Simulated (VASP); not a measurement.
# SiO2 (P4_2/mnm) in VASP: further runs

The runs below take SiO2 through single point, with PBE.

Program: VASP 6.6.1. These are calculated values, not measurements. Logs are shortened: lines on timing, memory, paths and dates and some standing lists are left out, and cuts for length are marked.

### 1 The cell of the first run

It takes space group P4_2/mnm (No. 136, tetragonal). Conventional cell: a = 4.019 Å, b = 4.019 Å, c = 2.630 Å, α = 90.00°, β = 90.00°, γ = 90.00°. Within 2.3 Å of Si (site symmetry mmm) lie 6 O at 1.71 to 1.74 Å. O (site symmetry m2m) has 3 Si at 1.71 to 1.74 Å and 1 O at 2.19 Å within 2.3 Å.

### 2 Single point, PBE (volume 7.078 Å^3 an atom, c/a of the conventional cell 0.6544)

Input file INCAR:

```
PREC = Accurate
ENCUT = 520
EDIFF = 1E-7
ISMEAR = 0
SIGMA = 0.05
LREAL = False
LASPH = True
NELM = 100
ALGO = Normal
ISIF = 2
LWAVE = False
LCHARG = False
GGA = PE
NBANDS = 25
```

Input file KPOINTS:

```
Automatic mesh
0
Gamma
  6 6 10
```

Input file POSCAR:

```
SiO2
1.0
    4.0185820436      0.0000000000      0.0000000000
    0.0000000000      4.0185820436      0.0000000000
    0.0000000000      0.0000000000      2.6297600894
Si O
2 4
Direct
    0.5000000000      0.5000000000      0.5000000000
    0.0000000000      0.0000000000      0.0000000000
    0.6930127928      0.6930127928      0.0000000000
    0.1930127928      0.8069872072      0.5000000000
    0.3069872072      0.3069872072      0.0000000000
    0.8069872072      0.1930127928      0.5000000000
```

Potentials or basis: VASP PAW PBE potentials, release 64 (Si, O).

On the command line:

```
cat potpaw_PBE.64/Si/POTCAR potpaw_PBE.64/O/POTCAR > POTCAR
mpirun -np 1 vasp_std > vasp.out
```

OUTCAR:

```text
PREC = Accurate
   ENCUT = 520
   EDIFF = 1E-7
   ISMEAR = 0
   LREAL = False
   LASPH = True
   NELM = 100
   ISIF = 2
   GGA = PE

 ion  position               nearest neighbor table
   1  0.500  0.500  0.500-   3 1.71   5 1.71   3 1.71   5 1.71   4 1.74   6 1.74   2 3.13   2 3.13
                             2 3.13   2 3.13   2 3.13   2 3.13   2 3.13   2 3.13
   2  0.000  0.000  0.000-   4 1.71   6 1.71   4 1.71   6 1.71   5 1.74   3 1.74   1 3.13   1 3.13
                             1 3.13   1 3.13   1 3.13   1 3.13   1 3.13   1 3.13
   3  0.693  0.693  0.000-   1 1.71   1 1.71   2 1.74
   4  0.193  0.807  0.500-   2 1.71   2 1.71   1 1.74
   5  0.307  0.307  0.000-   1 1.71   1 1.71   2 1.74
   6  0.807  0.193  0.500-   2 1.71   2 1.71   1 1.74

  LATTYP: Found a simple tetragonal cell.
 ALAT       =     4.0185820436
 C/A-ratio  =     0.6544000000

  Lattice vectors:

 A1 = (   4.0185820436,   0.0000000000,   0.0000000000)
 A2 = (   0.0000000000,   4.0185820436,   0.0000000000)
 A3 = (   0.0000000000,   0.0000000000,   2.6297600894)

Analysis of symmetry for initial positions (statically):
=====================================================================
 Subroutine PRICEL returns:
 Original cell was already a primitive cell.

 Routine SETGRP: Setting up the symmetry group for a
 simple tetragonal supercell.

 Subroutine GETGRP returns: Found 16 space group operations
 (whereof  8 operations were pure point group operations)
 out of a pool of 16 trial point group operations.

The static configuration has the point symmetry D_2h.
 The point group associated with its full space group is D_4h.

Analysis of symmetry for dynamics (positions and initial velocities):
=====================================================================
 Subroutine PRICEL returns:
 Original cell was already a primitive cell.

 Routine SETGRP: Setting up the symmetry group for a
 simple tetragonal supercell.

 Subroutine GETGRP returns: Found 16 space group operations
 (whereof  8 operations were pure point group operations)
 out of a pool of 16 trial point group operations.

The dynamic configuration has the point symmetry D_2h.
 The point group associated with its full space group is D_4h.

 Subroutine INISYM returns: Found 16 space group operations
 (whereof  8 operations are pure point group operations),
 and found     1 'primitive' translations

----------------------------------------------------------------------------------------

                                     Primitive cell

  volume of cell :      42.4680

  direct lattice vectors                    reciprocal lattice vectors
     4.018582044  0.000000000  0.000000000     0.248843993  0.000000000  0.000000000
     0.000000000  4.018582044  0.000000000     0.000000000  0.248843993  0.000000000
     0.000000000  0.000000000  2.629760089     0.000000000  0.000000000  0.380262825

  length of vectors
     4.018582044  4.018582044  2.629760089     0.248843993  0.248843993  0.380262825

  position of ions in fractional coordinates (direct lattice)
     0.500000000  0.500000000  0.500000000
     0.000000000  0.000000000  0.000000000
     0.693012793  0.693012793  0.000000000
     0.193012793  0.806987207  0.500000000
     0.306987207  0.306987207  0.000000000
     0.806987207  0.193012793  0.500000000

  ion indices of the primitive-cell ions
   primitive index   ion index
                 1           1
                 2           2
                 3           3
                 4           4
                 5           5
                 6           6

----------------------------------------------------------------------------------------

 KPOINTS: Automatic mesh

Automatic generation of k-mesh.
 Grid dimensions read from file:
 generate k-points for:    6    6   10

 Generating k-lattice:

  Cartesian coordinates                     Fractional coordinates (reciprocal lattice)
     0.041473999  0.000000000  0.000000000     0.166666667  0.000000000  0.000000000
     0.000000000  0.041473999  0.000000000     0.000000000  0.166666667  0.000000000
     0.000000000  0.000000000  0.038026282     0.000000000  0.000000000  0.100000000

  Length of vectors
     0.041473999  0.041473999  0.038026282

  Shift w.r.t. Gamma in fractional coordinates (k-lattice)
     0.000000000  0.000000000  0.000000000

 Subroutine IBZKPT returns following result:
 ===========================================

 Found     60 irreducible k-points:

 Following reciprocal coordinates:
            Coordinates               Weight
  0.000000  0.000000  0.000000      1.000000
  0.166667  0.000000  0.000000      4.000000
  0.333333  0.000000  0.000000      4.000000
  0.500000  0.000000  0.000000      2.000000
  0.166667  0.166667  0.000000      4.000000
  0.333333  0.166667  0.000000      8.000000
[... 16 lines left out ...]
  0.333333  0.000000  0.200000      8.000000
  0.500000  0.000000  0.200000      4.000000
 [... further k-points ...]
   k-points           NKPTS =     60   k-points in BZ     NKDIM =     60   number of bands    NBANDS=     25
   number of dos      NEDOS =    301   number of ions     NIONS =      6
   total plane-waves  NPLWV =  18000
   dimension x,y,z NGX =    30 NGY =   30 NGZ =   20
   dimension x,y,z NGXF=    60 NGYF=   60 NGZF=   40
   ions per type =               2   4
   NGX,Y,Z   is equivalent  to a cutoff of  12.41, 12.41, 12.64 a.u.
   NGXF,Y,Z  is equivalent  to a cutoff of  24.82, 24.82, 25.29 a.u.
 SYSTEM =  unknown system
   PREC   = accura    normal or accurate (medium, high low for compatibility)
   ISTART =      0    job   : 0-new  1-cont  2-samecut
   ICHARG =      2    charge: 1-file 2-atom 10-const
   ISPIN  =      1    spin polarized calculation?
   LNONCOLLINEAR =      F non collinear calculations
   LSORBIT =      F    spin-orbit coupling
   LASPH  =      T    aspherical Exc in radial PAW
   ENCUT  =  520.0 eV  38.22 Ry    6.18 a.u.   7.47  7.47  4.89*2*pi/ulx,y,z
   NELM   =    100;   NELMIN=  2; NELMDL= -5     # of ELM steps
   EDIFF  = 0.1E-06   stopping-criterion for ELM
   LREAL  =      F    real-space projection
   EDIFFG = 0.1E-05   stopping-criterion for IOM
   NSW    =      0    number of steps for IOM
   IBRION =     -1    ionic relax: 0-MD 1-quasi-New 2-CG
   NFREE  =      0    steps in history (QN), initial steepest desc. (CG)
   ISIF   =      2    stress and relaxation
   ISYM   =      2    0-nonsym 1-usesym 2-fastsym
   POTIM  = 0.5000    time-step for ionic-motion
   TEBEG  =    0.0;   TEEND  =   0.0 temperature during run
   PSTRESS=    0.0 pullay stress
   NELECT =      32.0000    total number of electrons
   NUPDOWN=      -1.0000    fix difference up-down
   EMIN   =  10.00;   EMAX   =-10.00  energy-range for DOS
   EFERMI =   0.00;   METHOD = LEGACY
   ISMEAR =     0;   SIGMA  =   0.05  broadening in eV -4-tet -1-fermi 0-gaus
   EFERMI_NEDOS =   21; number of points for ismear=-14 and -15
   IALGO  =     38    algorithm
   IMIX   =      4    mixing-type and parameters
     AMIX     =   0.40;   BMIX     =  1.00
     AMIX_MAG =   1.60;   BMIX_MAG =  1.00
  volume/ion in A,a.u.               =       7.08        47.76
  Fermi-wavevector in a.u.,A,eV,Ry     =   1.489719  2.815160 30.194883  2.219261
  Thomas-Fermi vector in A             =   2.602591
   LORBIT       =      0    0 simple, 1 ext, 2 COOP (PROOUT), +10 PAW based schemes
   GGA     = PE    functional components
   LHFCALC =     F    Hartree Fock is set to
   AEXX    =    0.0000 exact exchange contribution
   IVDW    =     0    specifies the selected vdW correction
   LEPSILON=     F    determine dielectric tensor
   LRPA    =     F    only Hartree local field effects (RPA)
 non-spin polarized calculation
 Gauss-broadening in eV      SIGMA  =   0.05
  energy-cutoff  :      520.00
  volume of cell :       42.47
 maximum number of plane-waves:      1178
 NGX is ok and might be reduce to    30
   NGX = 15   NGY = 15   NGZ =  9

 number of electron      32.0000021 magnetization

 Free energy of the ion-electron system (eV)
  ---------------------------------------------------
  ext. energy  EPLUGINS =         0.00000000
  ---------------------------------------------------
  free energy    TOTEN  =       -45.50255591 eV

  energy without entropy =      -45.50255591  energy(sigma->0) =      -45.50255591

 E-fermi :   9.7874     XC(G=0): -12.7652

 val. band max:        9.5833415739   @ k =   0.0000   0.0000   0.0000
 cond. band min:      16.2066029254   @ k =   0.0000   0.0000   0.0000
 fundamental gap:      6.6232613515
 Fermi energy:         9.7874465794

 k-point     1 :       0.0000    0.0000    0.0000
  band No.  band energies     occupation
      1     -13.9917      2.00000
      2      -9.7768      2.00000
      3      -9.7768      2.00000
      4      -9.5392      2.00000
      5      -1.7901      2.00000
      6       2.5533      2.00000
[... 17 lines left out ...]
     24      25.4206      0.00000
     25      26.3601      0.00000

 k-point     2 :       0.1667    0.0000    0.0000
  band No.  band energies     occupation
      1     -13.8267      2.00000
      2     -10.5764      2.00000
      3      -9.6911      2.00000
      4      -9.0946      2.00000
      5      -1.6091      2.00000
      6       1.9442      2.00000
[... 17 lines left out ...]
     24      24.6452      0.00000
     25      26.2311      0.00000

 k-point     3 :       0.3333    0.0000    0.0000
  band No.  band energies     occupation
      1     -13.3439      2.00000
      2     -11.6135      2.00000
      3      -9.4607      2.00000
      4      -8.9820      2.00000
      5      -1.1042      2.00000
      6       0.7421      2.00000
[... 552 lines left out ...]
 k-point    23 :       0.3333    0.0000    0.2000
  band No.  band energies     occupation
      1     -12.8182      2.00000
      2     -11.2145      2.00000
      3      -9.2717      2.00000
      4      -8.9686      2.00000
      5      -0.7095      2.00000
      6       1.0536      2.00000
[... 17 lines left out ...]
     24      22.9577      0.00000
     25      24.3919      0.00000

 k-point    24 :       0.5000    0.0000    0.2000
  band No.  band energies     occupation
      1     -12.1033      2.00000
      2     -12.1033      2.00000
      3      -9.0751      2.00000
      4      -9.0751      2.00000
      5       0.1248      2.00000
      6       0.1248      2.00000
[... 17 lines left out ...]
     24      22.5031      0.00000
     25      24.4349      0.00000

 [... further k-points ...]

------------------------ aborting loop because EDIFF is reached ----------------------------------------

  FORCE on cell =-STRESS in cart. coord.  units (eV):
  Direction    XX          YY          ZZ          XY          YZ          ZX
  --------------------------------------------------------------------------------------
  -------------------------------------------------------------------------------------
  Total       13.3119870     13.3119870     12.0379256      0.0000000      0.0000000      0.0000000
  in kB      502.2172864    502.2172864    454.1511591      0.0000000      0.0000000      0.0000000
  external PRESSURE =     486.1952439 kB  Pullay stress =       0.0000000 kB

 VOLUME and BASIS-vectors are now :
 -----------------------------------------------------------------------------
  energy-cutoff  :      520.00
  volume of cell :       42.47
      direct lattice vectors                 reciprocal lattice vectors
     4.018582044  0.000000000  0.000000000     0.248843993  0.000000000  0.000000000
     0.000000000  4.018582044  0.000000000     0.000000000  0.248843993  0.000000000
     0.000000000  0.000000000  2.629760089     0.000000000  0.000000000  0.380262825

 POSITION                                       TOTAL-FORCE (eV/Angst)
 -----------------------------------------------------------------------------------
      2.00929      2.00929      1.31488         0.000000      0.000000     -0.000000
      0.00000      0.00000      0.00000         0.000000      0.000000     -0.000000
      2.78493      2.78493      0.00000         0.779843      0.779843     -0.000000
      0.77564      3.24294      1.31488         0.779843     -0.779843     -0.000000
      1.23365      1.23365      0.00000        -0.779843     -0.779843      0.000000
      3.24294      0.77564      1.31488        -0.779843      0.779843     -0.000000
 -----------------------------------------------------------------------------------
    total drift:                               -0.000000      0.000000     -0.000000

  FREE ENERGIE OF THE ION-ELECTRON SYSTEM (eV)
  ---------------------------------------------------
  free  energy   TOTEN  =       -45.5025559128 eV

  energy  without entropy=      -45.5025559128  energy(sigma->0) =      -45.50255591
```

Run time: 42 s. Hardware: 1 thread of Intel Xeon Platinum 8488C (Sapphire Rapids), shared host; peak memory 0.17 GiB.

What came out:

```
Free energy            : -45.5026 eV
Pressure               : 48.6 GPa
Largest force          : 1.103 eV/Å
Band gap on the k mesh : 6.62 eV, direct
```

Forces on the atoms (eV/Å):
```
Si   0.000  0.000  0.000
Si   0.000  0.000  0.000
O    0.780  0.780  0.000
O    0.780 -0.780  0.000
O   -0.780 -0.780  0.000
O   -0.780  0.780  0.000
```

Stress tensor (GPa, compression positive):
```
50.22  0.00  0.00
 0.00 50.22  0.00
 0.00  0.00 45.42
```

Caveat: forces of over 1 eV/Å act on the atoms, so gaps and moduli don't describe the material at rest.

### 3 Single point, PBE (volume 7.400 Å^3 an atom, c/a of the conventional cell 0.6350)

Input file INCAR:

```
ALGO     = Normal         # electronic algorithm
EDIFF    = 1E-6           # SCF threshold, eV
ENCUT    = 520            # plane-wave cutoff, eV
GGA      = PE             # functional
ISIF     = 2              # what is computed and relaxed
ISMEAR   = 0              # smearing method
LASPH    = True           # aspherical terms in the spheres
LCHARG   = True           # write CHGCAR
LELF     = True           # ELF
LREAL    = False          # projectors in reciprocal space
LVHAR    = True         
LWAVE    = False          # write WAVECAR
NBANDS   = 25             # bands
NELM     = 80             # most SCF steps
PREC     = Accurate       # precision mode
SIGMA    = 0.05           # smearing width, eV
```

Input file KPOINTS:

```
k-points
0
Gamma
  6 6 10
```

Edit POSCAR of step 2 so:

```diff
@@ -2,5 +2,5 @@
 1.0
-    4.0185820436      0.0000000000      0.0000000000
-    0.0000000000      4.0185820436      0.0000000000
-    0.0000000000      0.0000000000      2.6297600894
+    4.1197438977      0.0000000000      0.0000000000
+    0.0000000000      4.1197438977      0.0000000000
+    0.0000000000      0.0000000000      2.6160288664
 Si O
```

Potentials or basis: VASP PAW PBE potentials, release 64 (Si, O).

On the command line:

```
cat potpaw_PBE.64/Si/POTCAR potpaw_PBE.64/O/POTCAR > POTCAR
mpirun -np 1 vasp_std > vasp.out
```

It took 37 s on 1 thread of Intel Xeon Platinum 8488C (Sapphire Rapids), shared host; peak memory 0.18 GiB.

The run converged. Its results:

```
Free energy            : -45.9675 eV
Pressure               : 30.1 GPa
Largest force          : 0.669 eV/Å
Band gap on the k mesh : 6.55 eV, direct
```

Forces on the atoms (eV/Å):
```
Si   0.000  0.000  0.000
Si   0.000  0.000  0.000
O    0.473  0.473  0.000
O    0.473 -0.473  0.000
O   -0.473 -0.473  0.000
O   -0.473  0.473  0.000
```

Stress tensor (GPa, compression positive):
```
27.40  0.00  0.00
 0.00 27.40  0.00
 0.00  0.00 35.43
```

Levels at points of the mesh, in eV from the valence-band top:
```csv
k point,band 13,band 14,band 15,band 16,band 17,band 18,band 19,band 20
"(0.00, 0.00, 0.00)",-2.58,-0.89,-0.89,0.00,6.55,6.95,9.03,9.03
"(0.50, 0.00, 0.00)",-2.79,-2.79,-1.13,-1.13,8.42,8.42,9.57,9.57
"(0.50, 0.50, 0.00)",-2.71,-2.71,-2.45,-2.45,8.03,8.03,10.58,10.58
"(0.00, 0.00, 0.50)",-3.26,-3.26,-2.87,-2.87,9.78,9.78,13.17,13.17
"(0.50, 0.00, 0.50)",-2.40,-2.40,-1.87,-1.87,9.35,9.35,10.37,10.37
"(0.50, 0.50, 0.50)",-1.89,-1.89,-1.65,-1.65,7.86,7.86,11.33,11.33
```

 A k mesh can miss the band edges.
